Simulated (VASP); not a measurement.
Input of a VASP 6.6.1 run:

The input POSCAR:

```
GaSb
1.0
    0.0000000000      3.0662848028      3.0509533788
    3.0662848028      0.0000000000      3.0509533788
    3.0662848028      3.0662848028      0.0000000000
Ga Sb
1 1
Direct
    0.0000000000      0.0000000000      0.0000000000
    0.7500000000      0.7500000000      0.7500000000
```

INCAR.step1

```
SYSTEM = GaSb
ALGO = Normal
EDIFF = 1E-4
ENCUT = 520
GGA = PE
ISMEAR = 0
LASPH = .TRUE.
LCHARG = .FALSE.
LREAL = .FALSE.
LWAVE = .TRUE.
NBANDS = 16
NELM = 100
PREC = Accurate
SIGMA = 0.01
```

Contents of INCAR.step2:

```
SYSTEM = GaSb
ALGO = Normal
EDIFF = 1E-6
ENCUT = 520
ISIF = 2
ISMEAR = 0
ISTART = 1
LASPH = .TRUE.
LCHARG = .FALSE.
LMIXTAU = .TRUE.
LREAL = .FALSE.
LWAVE = .FALSE.
METAGGA = R2SCAN
NBANDS = 16
NELM = 100
PREC = Accurate
SIGMA = 0.01
```

KPOINTS

```
k-points
0
G
  8 8 8
  0 0 0
```

Potentials or basis: VASP PAW PBE potentials, release 64 (Ga_d, Sb).

Run with:

```sh
$ cat potpaw_PBE.64/Ga_d/POTCAR potpaw_PBE.64/Sb/POTCAR > POTCAR
$ cp INCAR.step1 INCAR
$ mpirun -np 1 vasp_std > vasp.out
$ cp INCAR.step2 INCAR
$ mpirun -np 1 vasp_std > vasp.out
```

Question: What does it give for the pressure?

Answer: 0.3 GPa.

Question: What does it give for the band gap on the k mesh?

Answer: 0.41 eV, direct.

Stress tensor (GPa, compression positive):
```
0.26 0.00 0.00
0.00 0.26 0.00
0.00 0.00 0.50
```

Caveat: the cell differs from its parent crystal (z stretched by -0.5 %, x and y held); the PAW data sets were made with another functional, which shifts forces and pressure a little; spin-orbit coupling is left out, which moves the levels of the heavy elements. A k mesh can miss the band edges.
